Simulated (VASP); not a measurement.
# Sn: single point with PBEsol

Crystal: Sn.

```
CELL_PARAMETERS angstrom
0.00000 3.23334 3.23334
3.23334 0.00000 3.23334
3.23334 3.23334 0.00000
ATOMIC_POSITIONS crystal
Sn 0.84250 0.05250 0.05250
Sn 0.40750 0.19750 0.19750
```

This cell differs from its parent crystal: shortest bond scaled by 0.58.

```json
{"Program": "VASP 6.6.1", "Task": "single point", "Functional": "PBEsol", "Potentials or basis": "VASP PAW PBE potentials, release 64 (Sn_d)", "Cutoff": "520 eV", "k mesh": "8 × 8 × 8", "Occupations": "fermi-dirac, width 0.05 eV", "Spin": "no spin polarisation", "Dipole correction": "no", "Further INCAR settings": "ALGO = Normal; EDIFF = 1e-07; NBANDS = 21"}
```

```yaml
Pressure: 82.1 GPa
Largest_force: 64.953 eV/Å
Band_gap_on_the_k_mesh: zero (bands 14 and 15 overlap by 0.34 eV)
```

Forces on the atoms (eV/Å):
```
Sn  -37.501  37.501  37.501
Sn   37.501 -37.501 -37.501
```

Stress tensor (GPa, compression positive):
```
 82.13 -82.79 -82.79
-82.79  82.13  82.79
-82.79  82.79  82.13
```

Levels at points of the mesh, in eV from the Fermi level:
```
           k point  band 12  band 13  band 14  band 15  band 16  band 17
(0.00, 0.00, 0.00)    -0.31     0.06     0.06     0.10     3.41     3.41
(0.50, 0.00, 0.00)    -6.21    -1.24    -1.24     2.64     5.06     5.06
(0.00, 0.50, 0.00)    -4.58    -0.75     0.02     0.03     2.28     5.85
(0.50, 0.50, 0.00)    -5.11    -2.15    -1.07    -0.28     2.59     8.00
```

It took 2.7 min on 1 thread of Intel Xeon 8259CL, with other jobs on the host, peak memory 0.24 GiB.

Caveat: the cell differs from its parent crystal (shortest bond scaled by 0.58); atoms lie so close that the PAW spheres overlap strongly, which falsifies energies and pressures; the cell stands under pressure; the PAW data sets were made with another functional, which shifts forces and pressure a little; spin-orbit coupling is left out, which moves the levels of the heavy elements.
